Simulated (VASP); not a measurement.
Ge, 4 atoms in the cell. It takes space group P6_3/mmc (No. 194, hexagonal). The conventional cell has a = 3.997 Å, b = 3.997 Å, c = 6.596 Å, α = 90.00°, β = 90.00°, γ = 120.00°. Within 3.2 Å of Ge (site symmetry 3m) lie 4 Ge at 2.45 to 2.47 Å. 

```yaml
Program: VASP 6.6.1
Task: single point
Functional: PBEsol
Potentials_or_basis: VASP PAW PBE potentials, release 64 (Ge_d)
Cutoff: 520 eV
k_mesh: 12 × 12 × 8
Occupations: gaussian, width 0.15 eV
Spin: no spin polarisation
Dipole_correction: no
Further_INCAR_settings: ALGO = Normal; EDIFF = 1e-06; NBANDS = 36
```

Potentials or basis: VASP PAW PBE potentials, release 64 (Ge_d).

Launch:

```console
$ cat potpaw_PBE.64/Ge_d/POTCAR > POTCAR
$ mpirun -np 1 vasp_std > vasp.out
```

Hardware: 1 thread of Intel(R) Xeon(R) Platinum 8375C CPU @ 2.90GHz (Ice Lake), on a shared host.

Problem. Estimate the wall time of this run.

Solution. Run time: 3.4 min on 1 thread of Intel(R) Xeon(R) Platinum 8375C CPU @ 2.90GHz (Ice Lake) (shared host), peak memory 0.34 GiB. Counts: scf iterations 12, k points 95.
